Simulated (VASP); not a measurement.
# Te2Mo (P6_3/mmc) in VASP: notebook

The runs below take Te2Mo through single point, with PBE.

All numbers are computed with VASP 6.6.1; they aren't measurements. Logs are shortened: lines on timing, memory, paths and dates and some standing lists are left out, and cuts for length are marked.

## Step 1: The cell of the first run

Symmetry: P6_3/mmc, No. 194, hexagonal system. The conventional cell has a = 3.557 Å, b = 3.557 Å, c = 14.825 Å, α = 90.00°, β = 90.00°, γ = 120.00°. Te (site symmetry 3m) has 3 Mo at 2.71 Å and 7 Te at 3.53 to 3.56 Å within 3.6 Å. Mo (site symmetry -6m2) has 6 Te at 2.71 Å and 6 Mo at 3.56 Å within 3.6 Å.

## Step 2: Single point, PBE (strain +0.000 along x and y, -0.025 along z)

Contents of INCAR:

```
SYSTEM = Te2Mo
PREC     = Accurate       ! precision mode
ENCUT    = 520            ! plane-wave cutoff, eV
EDIFF    = 1E-6           ! SCF threshold, eV
ISMEAR   = 0              ! smearing method
SIGMA    = 0.05           ! smearing width, eV
LREAL    = .False.        ! projectors in reciprocal space
LASPH    = .True.         ! aspherical terms in the spheres
NELM     = 100            ! most SCF steps
ALGO     = Normal         ! electronic algorithm
ISIF     = 2              ! what is computed and relaxed
LWAVE    = .False.        ! write WAVECAR
LCHARG   = .False.        ! write CHGCAR
GGA      = PE             ! functional
NBANDS   = 35             ! bands
```

Contents of KPOINTS:

```
Automatic mesh
0
Gamma
  12 12 2
  0 0 0
```

Contents of POSCAR:

```
Te2Mo
1.0
    3.5570664331      0.0000000000      0.0000000000
   -1.7785332165      3.0805098940      0.0000000000
    0.0000000000      0.0000000000     14.8246006916
Te Mo
4 2
Direct
    0.3333333333      0.6666666667      0.6310943552
    0.6666666667      0.3333333333      0.1310943552
    0.3333333333      0.6666666667      0.8689056448
    0.6666666667      0.3333333333      0.3689056448
    0.3333333333      0.6666666667      0.2500000000
    0.6666666667      0.3333333333      0.7500000000
```

Potentials or basis: VASP PAW PBE potentials, release 64 (Te, Mo_sv).

On the command line:

```sh
cat potpaw_PBE.64/Te/POTCAR potpaw_PBE.64/Mo_sv/POTCAR > POTCAR
mpirun -np 1 vasp_std > vasp.out
```

OUTCAR:

```text
SYSTEM = Te2Mo
   PREC = Accurate
   ENCUT = 520
   EDIFF = 1E-6
   ISMEAR = 0
   LREAL = .False.
   LASPH = .True.
   NELM = 100
   ISIF = 2
   GGA = PE

 ion  position               nearest neighbor table
   1  0.333  0.667  0.631-   6 2.71   6 2.71   6 2.71   3 3.53
   2  0.667  0.333  0.131-   5 2.71   5 2.71   5 2.71   4 3.53
   3  0.333  0.667  0.869-   6 2.71   6 2.71   6 2.71   1 3.53
   4  0.667  0.333  0.369-   5 2.71   5 2.71   5 2.71   2 3.53
   5  0.333  0.667  0.250-   2 2.71   4 2.71   2 2.71   4 2.71   2 2.71   4 2.71
   6  0.667  0.333  0.750-   1 2.71   3 2.71   1 2.71   3 2.71   1 2.71   3 2.71

  LATTYP: Found a hexagonal cell.
 ALAT       =     3.5570664331
 C/A-ratio  =     4.1676479679

  Lattice vectors:

 A1 = (   3.5570664331,   0.0000000000,   0.0000000000)
 A2 = (  -1.7785332165,   3.0805098940,   0.0000000000)
 A3 = (   0.0000000000,   0.0000000000,  14.8246006916)

Analysis of symmetry for initial positions (statically):
=====================================================================
 Subroutine PRICEL returns:
 Original cell was already a primitive cell.

 Routine SETGRP: Setting up the symmetry group for a
 hexagonal supercell.

 Subroutine GETGRP returns: Found 24 space group operations
 (whereof 12 operations were pure point group operations)
 out of a pool of 24 trial point group operations.

The static configuration has the point symmetry D_3d.
 The point group associated with its full space group is D_6h.

Analysis of symmetry for dynamics (positions and initial velocities):
=====================================================================
 Subroutine PRICEL returns:
 Original cell was already a primitive cell.

 Routine SETGRP: Setting up the symmetry group for a
 hexagonal supercell.

 Subroutine GETGRP returns: Found 24 space group operations
 (whereof 12 operations were pure point group operations)
 out of a pool of 24 trial point group operations.

The dynamic configuration has the point symmetry D_3d.
 The point group associated with its full space group is D_6h.

 Subroutine INISYM returns: Found 24 space group operations
 (whereof 12 operations are pure point group operations),
 and found     1 'primitive' translations

----------------------------------------------------------------------------------------

                                     Primitive cell

[... 95 lines left out ...]
   LASPH  =      T    aspherical Exc in radial PAW
   ENCUT  =  520.0 eV  38.22 Ry    6.18 a.u.   6.61  6.61 27.56*2*pi/ulx,y,z
   NELM   =    100;   NELMIN=  2; NELMDL= -5     # of ELM steps
   EDIFF  = 0.1E-05   stopping-criterion for ELM
   LREAL  =      F    real-space projection
   EDIFFG = 0.1E-04   stopping-criterion for IOM
   NSW    =      0    number of steps for IOM
   IBRION =     -1    ionic relax: 0-MD 1-quasi-New 2-CG
   NFREE  =      0    steps in history (QN), initial steepest desc. (CG)
   ISIF   =      2    stress and relaxation
   ISYM   =      2    0-nonsym 1-usesym 2-fastsym
   POTIM  = 0.5000    time-step for ionic-motion
   TEBEG  =    0.0;   TEEND  =   0.0 temperature during run
   PSTRESS=    0.0 pullay stress
   NELECT =      52.0000    total number of electrons
   NUPDOWN=      -1.0000    fix difference up-down
   EMIN   =  10.00;   EMAX   =-10.00  energy-range for DOS
   EFERMI =   0.00;   METHOD = LEGACY
   ISMEAR =     0;   SIGMA  =   0.05  broadening in eV -4-tet -1-fermi 0-gaus
   EFERMI_NEDOS =   21; number of points for ismear=-14 and -15
   IALGO  =     38    algorithm
   IMIX   =      4    mixing-type and parameters
     AMIX     =   0.40;   BMIX     =  1.00
     AMIX_MAG =   1.60;   BMIX_MAG =  1.00
  volume/ion in A,a.u.               =      27.07       182.70
  Fermi-wavevector in a.u.,A,eV,Ry     =   1.119894  2.116292 17.063904  1.254162
  Thomas-Fermi vector in A             =   2.256536
   LORBIT       =      0    0 simple, 1 ext, 2 COOP (PROOUT), +10 PAW based schemes
   GGA     = PE    functional components
   LHFCALC =     F    Hartree Fock is set to
   AEXX    =    0.0000 exact exchange contribution
   IVDW    =     0    specifies the selected vdW correction
   LEPSILON=     F    determine dielectric tensor
   LRPA    =     F    only Hartree local field effects (RPA)
 non-spin polarized calculation
 Gauss-broadening in eV      SIGMA  =   0.05
  energy-cutoff  :      520.00
  volume of cell :      162.44
 maximum number of plane-waves:      4421
 NGX is ok and might be reduce to    28
   NGX = 13   NGY = 13   NGZ = 55

 number of electron      52.0000004 magnetization

 Free energy of the ion-electron system (eV)
  ---------------------------------------------------
  ext. energy  EPLUGINS =         0.00000000
  ---------------------------------------------------
  free energy    TOTEN  =       -36.01438267 eV

  energy without entropy =      -36.01438267  energy(sigma->0) =      -36.01438267

 E-fermi :   7.4246     XC(G=0):  -9.9074

 val. band max:        7.0434650360   @ k =   0.0000   0.0000   0.0000
 cond. band min:       7.9421635976   @ k =   0.3333   0.3333   0.0000
 fundamental gap:      0.8986985616
 Fermi energy:         7.4245717224

 k-point     1 :       0.0000    0.0000    0.0000
  band No.  band energies     occupation
      1     -53.6975      2.00000
      2     -53.6975      2.00000
      3     -27.8471      2.00000
      4     -27.8471      2.00000
      5     -27.7622      2.00000
      6     -27.7622      2.00000
[... 901 lines left out ...]
     34      10.6704      0.00000
     35      12.4658      0.00000

 [... further k-points ...]
[... 5 lines left out ...]
  --------------------------------------------------------------------------------------
  -------------------------------------------------------------------------------------
  Total        1.6911914      1.6911914      4.7013322      0.0000000      0.0000000      0.0000000
  in kB       16.6803729     16.6803729     46.3696623      0.0000000      0.0000000      0.0000000
  external PRESSURE =      26.5768027 kB  Pullay stress =       0.0000000 kB

 VOLUME and BASIS-vectors are now :
 -----------------------------------------------------------------------------
  energy-cutoff  :      520.00
  volume of cell :      162.44
      direct lattice vectors                 reciprocal lattice vectors
     3.557066433  0.000000000  0.000000000     0.281130538  0.162310792  0.000000000
    -1.778533217  3.080509894  0.000000000     0.000000000  0.324621584  0.000000000
     0.000000000  0.000000000 14.824600692     0.000000000  0.000000000  0.067455443

 POSITION                                       TOTAL-FORCE (eV/Angst)
 -----------------------------------------------------------------------------------
     -0.00000      2.05367      9.35572         0.000000     -0.000000     -0.643495
      1.77853      1.02684      1.94342         0.000000     -0.000000     -0.643495
     -0.00000      2.05367     12.88118         0.000000      0.000000      0.643495
      1.77853      1.02684      5.46888         0.000000      0.000000      0.643495
     -0.00000      2.05367      3.70615         0.000000      0.000000     -0.000000
      1.77853      1.02684     11.11845        -0.000000     -0.000000     -0.000000
 -----------------------------------------------------------------------------------
    total drift:                                0.000000     -0.000000      0.000000

  FREE ENERGIE OF THE ION-ELECTRON SYSTEM (eV)
  ---------------------------------------------------
  free  energy   TOTEN  =       -36.0143826729 eV

  energy  without entropy=      -36.0143826729  energy(sigma->0) =      -36.01438267
```

OSZICAR:

```text
N       E                     dE             d eps       ncg     rms          rms(c)
DAV:   1     0.392055106697E+03    0.39206E+03   -0.26922E+04  3044   0.132E+03
DAV:   2    -0.161013569797E+02   -0.40816E+03   -0.39617E+03  3270   0.312E+02
DAV:   3    -0.367504213287E+02   -0.20649E+02   -0.20261E+02  3287   0.619E+01
DAV:   4    -0.372506954730E+02   -0.50027E+00   -0.49806E+00  3176   0.951E+00
DAV:   5    -0.372656459938E+02   -0.14951E-01   -0.14946E-01  3394   0.164E+00    0.216E+01
DAV:   6    -0.365195200990E+02    0.74613E+00   -0.57331E+00  2896   0.133E+01    0.890E+00
DAV:   7    -0.364163272600E+02    0.10319E+00   -0.45153E+00  2805   0.107E+01    0.621E+00
DAV:   8    -0.360178426636E+02    0.39848E+00   -0.85104E-01  2839   0.520E+00    0.245E+00
DAV:   9    -0.360206065361E+02   -0.27639E-02   -0.20419E-01  3085   0.207E+00    0.103E+00
DAV:  10    -0.360140435155E+02    0.65630E-02   -0.29848E-02  2836   0.103E+00    0.334E-01
DAV:  11    -0.360144453688E+02   -0.40185E-03   -0.17805E-03  3037   0.198E-01    0.147E-01
DAV:  12    -0.360144059194E+02    0.39449E-04   -0.94947E-05  3080   0.481E-02    0.154E-01
DAV:  13    -0.360143820920E+02    0.23827E-04   -0.19010E-04  2863   0.713E-02    0.285E-02
DAV:  14    -0.360143817748E+02    0.31719E-06   -0.16091E-05  3184   0.178E-02    0.173E-02
DAV:  15    -0.360143828546E+02   -0.10798E-05   -0.14028E-06  2238   0.584E-03    0.112E-02
DAV:  16    -0.360143826729E+02    0.18168E-06   -0.15758E-06  2321   0.645E-03
   1 F= -.36014383E+02 E0= -.36014383E+02  d E =-.575214E-29
```

Wall time 4.2 min (1 thread of Intel Xeon 6975P-C (Granite Rapids), shared host); peak memory 0.38 GiB.

Results:

```yaml
Free_energy: -36.0144 eV
Pressure: 2.7 GPa
Largest_force: 0.643 eV/Å
Band_gap_on_the_k_mesh: 0.90 eV, indirect (least direct gap 0.97 eV)
```

Forces in eV/Å, atoms in the order of the input:
```
Te   0.000  0.000 -0.643
Te   0.000  0.000 -0.643
Te   0.000  0.000  0.643
Te   0.000  0.000  0.643
Mo   0.000  0.000  0.000
Mo   0.000  0.000  0.000
```

Stress tensor (GPa, compression positive):
```
1.67 0.00 0.00
0.00 1.67 0.00
0.00 0.00 4.64
```

Levels at points of the mesh, in eV from the valence-band top:
```tsv
k point	band 24	band 25	band 26	band 27	band 28	band 29
(0.00, 0.00, 0.00)	-0.75	-0.65	0.00	2.97	2.97	3.02
(0.50, 0.00, 0.00)	-0.83	-0.55	-0.45	1.25	1.28	1.55
(0.00, 0.00, 0.50)	-1.07	-0.14	-0.14	2.99	2.99	2.99
(0.50, 0.00, 0.50)	-0.83	-0.50	-0.50	1.27	1.27	1.64
```

Caveat: the cell differs from its parent crystal (strain +0.000 along x and y, -0.025 along z); spin-orbit coupling is left out, which moves the levels of the heavy elements; this functional lacks dispersion, which binds the layers, so the pressure and a relaxed spacing across them are unreliable. A k mesh can miss the band edges.

## Step 3: Single point, PBE (strain -0.025 along x and y, +0.025 along z)

Contents of INCAR:

```
SYSTEM = Te2Mo
PREC = Accurate
ENCUT = 520
EDIFF = 1E-7
ISMEAR = 0
SIGMA = 0.05
LREAL = .False.
LASPH = .True.
NELM = 60
ALGO = Normal
ISIF = 2
LWAVE = .False.
LCHARG = .False.
GGA = PE
NBANDS = 35
```

Contents of KPOINTS:

```
regular mesh
0
Gamma
  12 12 2
  0 0 0
```

POSCAR, as its differences from that of step 2:

```diff
@@ -2,5 +2,5 @@
 1.0
-    3.5570664331      0.0000000000      0.0000000000
-   -1.7785332165      3.0805098940      0.0000000000
-    0.0000000000      0.0000000000     14.8246006916
+    3.4681397723      0.0000000000      0.0000000000
+   -1.7340698861      3.0034971467      0.0000000000
+    0.0000000000      0.0000000000     15.5848366244
 Te Mo
```

Potentials or basis: VASP PAW PBE potentials, release 64 (Te, Mo_sv).

On the command line:

```sh
cat potpaw_PBE.64/Te/POTCAR potpaw_PBE.64/Mo_sv/POTCAR > POTCAR
mpirun -np 1 vasp_std > vasp.out
```

Wall time 5.2 min (1 thread of Intel Xeon 6975P-C (Granite Rapids), shared host); peak memory 0.38 GiB.

The run converged. Its results:

```
Free energy            : -35.9843 eV
Pressure               : 1.8 GPa
Largest force          : 0.133 eV/Å
Band gap on the k mesh : 0.89 eV, indirect (least direct gap 1.25 eV)
```

Forces on the atoms (eV/Å):
```
Te   0.000  0.000  0.133
Te   0.000  0.000  0.133
Te   0.000  0.000 -0.133
Te   0.000  0.000 -0.133
Mo   0.000  0.000  0.000
Mo   0.000  0.000  0.000
```

Stress tensor (GPa, compression positive):
```
 3.17  0.00  0.00
 0.00  3.17  0.00
 0.00  0.00 -0.98
```

Levels at points of the mesh, in eV from the valence-band top:
```
           k point  band 23  band 24  band 25  band 26  band 27  band 28  band 29  band 30
(0.00, 0.00, 0.00)    -0.77    -0.76    -0.76    -0.44     3.22     3.22     3.26     3.26
(0.50, 0.00, 0.00)    -0.89    -0.87    -0.18    -0.10     1.54     1.55     1.64     1.86
(0.00, 0.00, 0.50)    -0.76    -0.76    -0.60    -0.60     3.24     3.24     3.24     3.24
(0.50, 0.00, 0.50)    -0.88    -0.88    -0.14    -0.14     1.55     1.55     1.75     1.75
```

Caveat: the cell differs from its parent crystal (strain -0.025 along x and y, +0.025 along z); spin-orbit coupling is left out, which moves the levels of the heavy elements; this functional lacks dispersion, which binds the layers, so the pressure and a relaxed spacing across them are unreliable. A k mesh can miss the band edges.

## Step 4: Single point, PBE (strain -0.025 along x and y, +0.050 along z)

Contents of INCAR:

```
SYSTEM = Te2Mo
ALGO = Normal
EDIFF = 1E-7
ENCUT = 520
GGA = PE
ISIF = 2
ISMEAR = 0
LASPH = .True.
LCHARG = .False.
LREAL = .False.
LWAVE = .False.
NBANDS = 35
NELM = 80
PREC = Accurate
SIGMA = 0.05
```

Contents of KPOINTS:

```
k-points
0
Gamma
  12 12 2
  0 0 0
```

POSCAR, as its differences from that of step 3:

```diff
@@ -4,3 +4,3 @@
    -1.7340698861      3.0034971467      0.0000000000
-    0.0000000000      0.0000000000     15.5848366244
+    0.0000000000      0.0000000000     15.9649545909
 Te Mo
```

On the command line:

```sh
cat potpaw_PBE.64/Te/POTCAR potpaw_PBE.64/Mo_sv/POTCAR > POTCAR
mpirun -np 1 vasp_std > vasp.out
```

Wall time 3.8 min (1 thread of Intel Xeon 6975P-C (Granite Rapids), shared host); peak memory 0.41 GiB.

It converged, with:

```yaml
Free_energy: -35.9090 eV
Pressure: -0.6 GPa
Largest_force: 0.679 eV/Å
Band_gap_on_the_k_mesh: 0.81 eV, indirect (least direct gap 1.16 eV)
```

Forces in eV/Å, atoms in the order of the input:
```
Te   0.000  0.000  0.679
Te   0.000  0.000  0.679
Te   0.000  0.000 -0.679
Te   0.000  0.000 -0.679
Mo   0.000  0.000  0.000
Mo   0.000  0.000  0.000
```

Stress tensor (GPa, compression positive):
```
 1.63  0.00  0.00
 0.00  1.63  0.00
 0.00  0.00 -5.05
```

Levels at points of the mesh, in eV from the valence-band top:
```
           k point  band 22  band 23  band 24  band 25  band 26  band 27  band 28  band 29  band 30  band 31
(0.00, 0.00, 0.00)    -0.66    -0.66    -0.66    -0.66    -0.58     3.17     3.17     3.20     3.20     3.35
(0.50, 0.00, 0.00)    -2.00    -0.90    -0.87    -0.11    -0.04     1.56     1.57     1.58     1.79     2.68
(0.00, 0.00, 0.50)    -0.74    -0.66    -0.66    -0.66    -0.66     3.19     3.19     3.19     3.19     3.38
(0.50, 0.00, 0.50)    -2.01    -0.88    -0.88    -0.08    -0.08     1.57     1.57     1.69     1.69     2.98
```

Caveat: the cell differs from its parent crystal (strain -0.025 along x and y, +0.050 along z); spin-orbit coupling is left out, which moves the levels of the heavy elements; this functional lacks dispersion, which binds the layers, so the pressure and a relaxed spacing across them are unreliable. A k mesh can miss the band edges.

[end of part 1 of 2]
